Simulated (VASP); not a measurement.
Input of a VASP 6.6.1 run:

File POSCAR:

```
PbS
1.0
    0.0000000000      2.9657500000      2.9657500000
    2.9657500000      0.0000000000      2.9657500000
    2.9657500000      2.9657500000      0.0000000000
Pb S
1 1
Direct
    0.0000000000      0.0000000000      0.0000000000
    0.5000000000      0.5000000000      0.5000000000
```

Contents of INCAR.step1:

```
SYSTEM = PbS
PREC = Accurate
ENCUT = 600
EDIFF = 1E-5
ISMEAR = -1
SIGMA = 0.05
LREAL = .False.
LASPH = .True.
NELM = 80
ALGO = Normal
LWAVE = .True.
LCHARG = .False.
GGA = PE
NBANDS = 17
```

File INCAR.step2:

```
SYSTEM = PbS
PREC = Accurate
ENCUT = 600
EDIFF = 1E-6
ISMEAR = -1
SIGMA = 0.05
LREAL = .False.
LASPH = .True.
NELM = 80
ALGO = Normal
ISIF = 3
LWAVE = .False.
LCHARG = .False.
GGA = PE
LHFCALC = .True.
AEXX = 1.0
ALDAC = 0.0
AGGAC = 0.0
PRECFOCK = Normal
IBRION = 2
NSW = 60
EDIFFG = -0.01
ISTART = 1
```

The input KPOINTS:

```
regular mesh
0
Gamma
  4 4 4
  0 0 0
```

Potentials or basis: VASP PAW PBE potentials, release 64 (Pb_d, S).

Run with:

```console
$ cat potpaw_PBE.64/Pb_d/POTCAR potpaw_PBE.64/S/POTCAR > POTCAR
$ cp INCAR.step1 INCAR
$ mpirun -np 1 vasp_std > vasp.out
$ cp INCAR.step2 INCAR
$ mpirun -np 1 vasp_std > vasp.out
```

What does it give for the relaxed cell?

a = 4.358 Å, b = 4.358 Å, c = 4.358 Å, α = 60.00°, β = 60.00°, γ = 60.00°.

Estimate the band gap on the k mesh.

6.04 eV.

Final structure:
```
Pb S
1.0
     0.00000    3.08191    3.08191
     3.08191    0.00000    3.08191
     3.08191    3.08191    0.00000
Pb S
1 1
Direct
  0.00000 0.00000 0.00000
  0.50000 0.50000 0.50000
```

Caveat: the k points lie up to 0.44 Å⁻¹ apart in the final cell; spin-orbit coupling is left out, which moves the levels of the heavy elements. A k mesh can miss the band edges.
